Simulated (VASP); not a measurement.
Here is a VASP 6.6.1 calculation.

INCAR

```
PREC = Accurate ; ENCUT = 520
EDIFF = 1E-7 ; ISMEAR = 0
SIGMA = 0.05 ; LREAL = F
LASPH = T ; NELM = 60
ALGO = Normal ; ISIF = 2
LWAVE = F ; LCHARG = F
GGA = PE ; NBANDS = 15
```

Contents of KPOINTS:

```
Automatic mesh
0
Gamma
  6 6 6
```

Contents of POSCAR:

```
KCl
1.0
    0.0000000000      3.1561000000      3.2665635000
    3.1561000000      0.0000000000      3.2665635000
    3.1561000000      3.1561000000      0.0000000000
K Cl
1 1
Direct
    0.0000000000      0.0000000000      0.0000000000
    0.5000000000      0.5000000000      0.5000000000
```

Potentials or basis: VASP PAW PBE potentials, release 64 (K_sv, Cl).

Run with:

```bash
$ cat potpaw_PBE.64/K_sv/POTCAR potpaw_PBE.64/Cl/POTCAR > POTCAR
$ mpirun -np 1 vasp_std > vasp.out
```

Estimate the band gap on the k mesh.

5.03 eV, direct.

Predict the pressure.

0.0 GPa.

Stress tensor (GPa, compression positive):
```
 0.36  0.00  0.00
 0.00  0.36  0.00
 0.00  0.00 -0.60
```

Caveat: the cell differs from its parent crystal (strain +0.0350 x Voigt [0, 0, 1, 0, 0, 0]).
